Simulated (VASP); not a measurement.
# Be18H in VASP: a series of runs

Be18H is run at these levels: PBEsol; tasks: single point, relaxation of the atoms.

All numbers are computed with VASP 6.6.1; they aren't measurements. Logs are shortened: lines on timing, memory, paths and dates and some standing lists are left out, and cuts for length are marked.

## (1) The cell of the first run

The cell holds a slab with vacuum, 19 atoms: a = 4.580 Å, b = 6.870 Å, c = 14.588 Å, α = 90.00°, β = 90.00°, γ = 60.00°.

## (2) Single point, PBEsol

File INCAR:

```
SYSTEM = Be18H
PREC = Accurate
ENCUT = 520
EDIFF = 1E-6
ISMEAR = -1
SIGMA = 0.15
LREAL = Auto
LASPH = .TRUE.
NELM = 60
ALGO = Normal
ISIF = 2
LWAVE = .FALSE.
LCHARG = .FALSE.
GGA = PS
NBANDS = 34
```

File KPOINTS:

```
regular mesh
0
G
  3 2 1
  0 0 0
```

File POSCAR:

```
Be18H
1.0
    4.5800000000      0.0000000000      0.0000000000
    3.4350000000      5.9495950000      0.0000000000
    0.0000000000      0.0000000000     14.5884300000
Be H
18 1
Direct
    0.0000000000      0.0000000000      0.0685474722
    0.5000000000      0.0000000000      0.0685474722
   -0.0000002101      0.3333336135      0.0685474722
    0.4999997899      0.3333336135      0.0685474722
   -0.0000004202      0.6666672269      0.0685474722
    0.4999995798      0.6666672269      0.0685474722
   -0.1671538082      0.1782138112      0.1986231555
    0.3713918616      0.1612882894      0.2012485237
   -0.1695786680      0.5270947014      0.1844064097
    0.3787859257      0.5353305561      0.2033186573
   -0.2101402008      0.8928506898      0.1868878282
    0.3147489860      0.8549489503      0.2120790243
    0.0397083224     -0.0237159000      0.3435530760
    0.6001161303     -0.0730806046      0.3292814923
    0.0309170492      0.3162736287      0.3193626730
    0.5166105513      0.3165425546      0.3140845177
    0.0752531082      0.6365475297      0.3445058858
    0.5947385614      0.6361273330      0.3364515578
    0.9129509973      0.8535034738      0.3848597827
```

Potentials or basis: VASP PAW PBE potentials, release 64 (Be, H).

Launch:

```
$ cat potpaw_PBE.64/Be/POTCAR potpaw_PBE.64/H/POTCAR > POTCAR
$ mpirun -np 1 vasp_std > vasp.out
```

OUTCAR:

```text
SYSTEM = Be18H
   PREC = Accurate
   ENCUT = 520
   EDIFF = 1E-6
   ISMEAR = -1
   LREAL = Auto
   LASPH = .TRUE.
   NELM = 60
   ISIF = 2
   GGA = PS

 ion  position               nearest neighbor table
   1  0.000  0.000  0.069-   7 2.18  11 2.27   6 2.29   5 2.29   2 2.29   2 2.29   4 2.29   3 2.29

   2  0.500  0.000  0.069-  11 2.08   8 2.16   5 2.29   6 2.29   1 2.29   1 2.29   3 2.29   4 2.29

   3  1.000  0.333  0.069-   9 2.05   4 2.29   4 2.29   5 2.29   6 2.29   2 2.29   1 2.29
   4  0.500  0.333  0.069-   3 2.29   3 2.29   6 2.29   5 2.29   1 2.29   2 2.29  10 2.31   7 2.33

   5  1.000  0.667  0.069-  11 2.20   9 2.26   2 2.29   1 2.29   6 2.29   6 2.29   3 2.29   4 2.29

   6  0.500  0.667  0.069-   9 2.15   1 2.29   2 2.29   5 2.29   5 2.29   4 2.29   3 2.29  10 2.34
                            12 2.38
   7  0.833  0.178  0.199-  11 2.07  16 2.11   8 2.17   1 2.18  12 2.22  10 2.29   4 2.33  15 2.38

   8  0.371  0.161  0.201-  11 1.89   2 2.16   7 2.17  15 2.21  16 2.24  12 2.25  14 2.34
   9  0.830  0.527  0.184-   3 2.05  10 2.06   6 2.15   5 2.26  15 2.34  12 2.34
  10  0.379  0.535  0.203-   9 2.06  12 2.07  16 2.08   7 2.29   4 2.31   6 2.34  17 2.39
  11  0.790  0.893  0.187-   8 1.89   7 2.07   2 2.08   5 2.20  14 2.22   1 2.27  12 2.31  12 2.35

  12  0.315  0.855  0.212-  10 2.07  13 2.22   7 2.22   8 2.25  18 2.30  11 2.31   9 2.34  11 2.35
                            14 2.35   6 2.38
  13  0.040  0.976  0.344-  19 1.38  14 2.21  12 2.22  17 2.26  15 2.34
  14  0.600  0.927  0.329-  19 1.50  18 2.01  17 2.10  13 2.21  11 2.22   8 2.34  12 2.35
  15  0.031  0.316  0.319-  18 2.12   8 2.21  16 2.23  17 2.34   9 2.34  13 2.34  16 2.36   7 2.38

  16  0.517  0.317  0.314-  10 2.08   7 2.11  17 2.16  15 2.23   8 2.24  15 2.36
  17  0.075  0.637  0.345-  19 1.42  14 2.10  16 2.16  18 2.21  13 2.26  15 2.34  18 2.38  10 2.39

  18  0.595  0.636  0.336-  14 2.01  15 2.12  17 2.21  12 2.30  17 2.38
  19  0.913  0.854  0.385-  13 1.38  17 1.42  14 1.50

  LATTYP: Found a simple monoclinic cell.
 ALAT       =     4.5800000000
 B/A-ratio  =     3.1852467249
 C/A-ratio  =     1.3228757576
 COS(beta)  =    -0.1889822219

  Lattice vectors:

 A1 = (   4.5800000000,   0.0000000000,   0.0000000000)
 A2 = (   0.0000000000,   0.0000000000, -14.5884300000)
 A3 = (  -1.1450000000,   5.9495950000,   0.0000000000)

Analysis of symmetry for initial positions (statically):
=====================================================================
 Subroutine PRICEL returns:
 Original cell was already a primitive cell.

 Routine SETGRP: Setting up the symmetry group for a
 simple monoclinic supercell.

 Subroutine GETGRP returns: Found  1 space group operations
 (whereof  1 operations were pure point group operations)
 out of a pool of  4 trial point group operations.

The static configuration has the point symmetry C_1 .

Analysis of symmetry for dynamics (positions and initial velocities):
=====================================================================
 Subroutine PRICEL returns:
 Original cell was already a primitive cell.

 Routine SETGRP: Setting up the symmetry group for a
 simple monoclinic supercell.

 Subroutine GETGRP returns: Found  1 space group operations
 (whereof  1 operations were pure point group operations)
 out of a pool of  4 trial point group operations.

The dynamic configuration has the point symmetry C_1 .

 Subroutine INISYM returns: Found  1 space group operations
 (whereof  1 operations are pure point group operations),
 and found     1 'primitive' translations

----------------------------------------------------------------------------------------

                                     Primitive cell

  volume of cell :     397.5222

  direct lattice vectors                    reciprocal lattice vectors
     4.580000000  0.000000000  0.000000000     0.218340611 -0.126059001  0.000000000
     3.435000000  5.949595000  0.000000000     0.000000000  0.168078668  0.000000000
     0.000000000  0.000000000 14.588430000     0.000000000  0.000000000  0.068547472
[... 71 lines left out ...]
|           W    W   A  A   R    R  NN   N  II  NN   N  G    G  !!!           |
|           W    W  A    A  R    R  N N  N  II  N N  N  G       !!!           |
|           W WW W  AAAAAA  RRRRR   N  N N  II  N  N N  G  GGG   !            |
|           WW  WW  A    A  R   R   N   NN  II  N   NN  G    G                |
|           W    W  A    A  R    R  N    N  II  N    N   GGGG   !!!           |
|                                                                             |
|     Your reciprocal lattice and k-lattice belong to different lattice       |
|     classes:                                                                |
|                                                                             |
|        The reciprocal lattice is simple monoclinic,                         |
|        whereas your k-lattice is hexagonal.                                 |
|                                                                             |
|     Results are often still useful ...                                      |
|                                                                             |
 -----------------------------------------------------------------------------

 Subroutine IBZKPT returns following result:
 ===========================================

 Found      4 irreducible k-points:

 Following reciprocal coordinates:
            Coordinates               Weight
  0.000000  0.000000  0.000000      1.000000
  0.333333  0.000000  0.000000      2.000000
  0.000000  0.500000  0.000000      1.000000
  0.333333  0.500000  0.000000      2.000000
   k-points           NKPTS =      4   k-points in BZ     NKDIM =      4   number of bands    NBANDS=     34
   number of dos      NEDOS =    301   number of ions     NIONS =     19
   total plane-waves  NPLWV = 209952
   dimension x,y,z NGX =    36 NGY =   54 NGZ =  108
   dimension x,y,z NGXF=    72 NGYF=  108 NGZF=  216
   ions per type =              18   1
   NGX,Y,Z   is equivalent  to a cutoff of  13.07, 13.07, 12.31 a.u.
   NGXF,Y,Z  is equivalent  to a cutoff of  26.13, 26.13, 24.61 a.u.
 SYSTEM =  Be18H
   PREC   = accura    normal or accurate (medium, high low for compatibility)
   ISTART =      0    job   : 0-new  1-cont  2-samecut
   ICHARG =      2    charge: 1-file 2-atom 10-const
   ISPIN  =      1    spin polarized calculation?
   LNONCOLLINEAR =      F non collinear calculations
   LSORBIT =      F    spin-orbit coupling
   LASPH  =      T    aspherical Exc in radial PAW
   ENCUT  =  520.0 eV  38.22 Ry    6.18 a.u.   8.52 12.77 27.12*2*pi/ulx,y,z
   NELM   =     60;   NELMIN=  2; NELMDL= -5     # of ELM steps
   EDIFF  = 0.1E-05   stopping-criterion for ELM
   LREAL  =      T    real-space projection
   EDIFFG = 0.1E-04   stopping-criterion for IOM
   NSW    =      0    number of steps for IOM
   IBRION =     -1    ionic relax: 0-MD 1-quasi-New 2-CG
   NFREE  =      0    steps in history (QN), initial steepest desc. (CG)
   ISIF   =      2    stress and relaxation
   ISYM   =      2    0-nonsym 1-usesym 2-fastsym
   POTIM  = 0.5000    time-step for ionic-motion
   TEBEG  =    0.0;   TEEND  =   0.0 temperature during run
   PSTRESS=    0.0 pullay stress
   NELECT =      37.0000    total number of electrons
   NUPDOWN=      -1.0000    fix difference up-down
   EMIN   =  10.00;   EMAX   =-10.00  energy-range for DOS
   EFERMI =   0.00;   METHOD = LEGACY
   ISMEAR =    -1;   SIGMA  =   0.15  broadening in eV -4-tet -1-fermi 0-gaus
   EFERMI_NEDOS =   21; number of points for ismear=-14 and -15
   IALGO  =     38    algorithm
   IMIX   =      4    mixing-type and parameters
     AMIX     =   0.40;   BMIX     =  1.00
     AMIX_MAG =   1.60;   BMIX_MAG =  1.00
  volume/ion in A,a.u.               =      20.92       141.19
  Fermi-wavevector in a.u.,A,eV,Ry     =   0.741916  1.402019  7.489189  0.550440
  Thomas-Fermi vector in A             =   1.836671
   LORBIT       =      0    0 simple, 1 ext, 2 COOP (PROOUT), +10 PAW based schemes
   GGA     = PS    functional components
   LHFCALC =     F    Hartree Fock is set to
   AEXX    =    0.0000 exact exchange contribution
   IVDW    =     0    specifies the selected vdW correction
   LEPSILON=     F    determine dielectric tensor
   LRPA    =     F    only Hartree local field effects (RPA)
 non-spin polarized calculation
  energy-cutoff  :      520.00
  volume of cell :      397.52
 maximum number of plane-waves:     10710
 NGX is ok and might be reduce to    36
   NGX = 17   NGY = 25   NGZ = 55

 number of electron      37.0000000 magnetization

 Free energy of the ion-electron system (eV)
  ---------------------------------------------------
  ext. energy  EPLUGINS =         0.00000000
  ---------------------------------------------------
  free energy    TOTEN  =       -66.60290480 eV

  energy without entropy =      -66.26900293  energy(sigma->0) =      -66.43595386

 E-fermi :  -0.4315     XC(G=0):  -5.3438

 val. band max:       -0.5411951471   @ k =   0.0000   0.5000   0.0000
 cond. band min:      -0.4121650139   @ k =   0.3333   0.5000   0.0000
 fundamental gap:      0.1290301331
 Fermi energy:        -0.4314837528

 k-point     1 :       0.0000    0.0000    0.0000
  band No.  band energies     occupation
      1     -10.3246      2.00000
      2      -9.1743      2.00000
      3      -7.4290      2.00000
      4      -6.9553      2.00000
      5      -6.5636      2.00000
      6      -5.1235      2.00000
[... 121 lines left out ...]
     29       3.9171      0.00000
     30       4.1069      0.00000
 [bands above 30 left out]

------------------------ aborting loop because EDIFF is reached ----------------------------------------

  FORCE on cell =-STRESS in cart. coord.  units (eV):
  Direction    XX          YY          ZZ          XY          YZ          ZX
  --------------------------------------------------------------------------------------
  -------------------------------------------------------------------------------------
  Total      -13.4188677     -6.5191071     -2.6338398     -3.7098199      4.4958950     -2.9805595
  in kB      -54.0835282    -26.2746693    -10.6154523    -14.9520923     18.1202968    -12.0128747
  external PRESSURE =     -30.3245499 kB  Pullay stress =       0.0000000 kB

 VOLUME and BASIS-vectors are now :
 -----------------------------------------------------------------------------
  energy-cutoff  :      520.00
  volume of cell :      397.52
      direct lattice vectors                 reciprocal lattice vectors
     4.580000000  0.000000000  0.000000000     0.218340611 -0.126059001  0.000000000
     3.435000000  5.949595000  0.000000000     0.000000000  0.168078668  0.000000000
     0.000000000  0.000000000 14.588430000     0.000000000  0.000000000  0.068547472

 POSITION                                       TOTAL-FORCE (eV/Angst)
 -----------------------------------------------------------------------------------
      0.00000      0.00000      1.00000         0.087365     -0.291858      0.010906
      2.29000      0.00000      1.00000        -0.385126      0.065406     -0.253090
      5.72500      1.98320      1.00000         0.005451     -0.740390     -0.416196
      3.43500      1.98320      1.00000        -0.052269     -0.156421      0.013225
      6.87000      3.96640      1.00000         0.150862     -0.419447      0.205450
      4.58000      3.96640      1.00000        -0.146079     -0.080240      0.312089
[... 11 lines left out ...]
      4.90900      3.78470      4.90830        -1.623647     -0.469051     -0.685298
      7.11310      5.07800      5.61450        -0.506321      0.167371      1.035214
 -----------------------------------------------------------------------------------
    total drift:                                0.000119      0.000408      0.000747

  FREE ENERGIE OF THE ION-ELECTRON SYSTEM (eV)
  ---------------------------------------------------
  free  energy   TOTEN  =       -66.6029048020 eV

  energy  without entropy=      -66.2690029256  energy(sigma->0) =      -66.43595386
```

Run time: 3.8 min. Hardware: 1 thread of Intel Xeon 8259CL, shared host; peak memory 0.45 GiB.

Results:

```yaml
Free_energy: -66.6029 eV
Largest_force: 2.610 eV/Å
Band_gap_on_the_k_mesh: zero (an odd number of electrons rules out a gap without spin polarisation)
```

Forces in eV/Å, atoms in the order of the input:
```
Be   0.087 -0.292  0.011
Be  -0.385  0.065 -0.253
Be   0.005 -0.740 -0.416
Be  -0.052 -0.156  0.013
Be   0.151 -0.419  0.205
Be  -0.146 -0.080  0.312
Be   1.137  0.693  0.334
Be  -0.948  2.206  0.388
Be   0.737  0.331  1.204
Be  -1.074 -0.013 -0.179
Be   1.229 -2.247  0.503
Be   0.743  0.264 -0.818
Be   1.205  0.656 -1.100
Be  -0.832  1.976 -0.392
Be  -0.047 -0.469  0.036
Be   0.485 -0.582  0.841
Be  -0.166 -0.890 -1.039
Be  -1.624 -0.469 -0.685
H   -0.506  0.167  1.035
```

Caveat: the k points lie up to 0.53 Å⁻¹ apart, too coarse for converged energies and pressures of a metal; the atoms stand as in a frame of molecular dynamics; there is no dipole correction, which matters where the two faces differ; the PAW data sets were made with another functional, which shifts forces and pressure a little.

(Continued in part 2 of 2.)

The gap in the log of VASP goes by the Fermi energy; the results here count the filled bands.